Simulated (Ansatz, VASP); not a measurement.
## Two plane-wave programs on Ta8N9

```xyz
17
Lattice="0.0000 4.4410 4.4410 4.4410 0.0000 4.4410 4.4410 4.4410 0.0000" Properties=species:S:1:pos:R:3 pbc="T T T"
Ta    0.0026    0.0026    0.0026
Ta    2.2179    2.2179    0.0026
Ta    2.2179    0.0026    2.2179
Ta    4.5045    2.1570    2.1570
Ta    0.0026    2.2179    2.2179
Ta    2.1570    4.5045    2.1570
Ta    2.1570    2.1570    4.5045
Ta    4.5045    4.5045    4.5045
N     2.4033    2.4033    2.4033
N     4.2582    4.2582    2.4033
N     4.2582    2.4033    4.2582
N     6.7425    4.3600    4.3600
N     2.4033    4.2582    4.2582
N     4.3600    6.7425    4.3600
N     4.3600    4.3600    6.7425
N     6.7425    6.7425    6.7425
N     1.1102    1.1102    1.1102
```

Alike in both runs: functional LDA; k mesh 12 × 12 × 12; occupations gaussian, width 0.2 eV; no spin polarisation.

Ansatz relaxed the structure, and its values are those at the end. VASP's run is a single point on that final structure, the one shown.

|  | VASP | Ansatz |
| --- | --- | --- |
| version | VASP 6.6.1 | Ansatz 0.2.0 |
| potentials or method | VASP PAW LDA potentials, release 64 (Ta_pv, N) | scalar-relativistic, plane waves, PAW |
| plane-wave cutoff (eV) | 520 | 420 |
| valence electrons in the cell | 133 | 149 |

|  | VASP | Ansatz | Ansatz less VASP |
| --- | --- | --- | --- |
| gap on the k mesh at the Fermi level (eV) | none | none | - |
| pressure (GPa) | 2.0 | 0.0 | -2.01 |
| rms of the force components (eV/Å) | 0.027 | 0.000 | -0.0274 |

LDA's correlation is that of Perdew and Zunger in VASP and of Perdew and Wang (1992) in Ansatz. A gap of «none» marks a metal or a gap that the smearing closes. VASP's potentials hold 133 valence electrons a cell and Ansatz's 149, so a difference there can come from the potentials and not from the codes.

Spin-orbit coupling is off throughout.
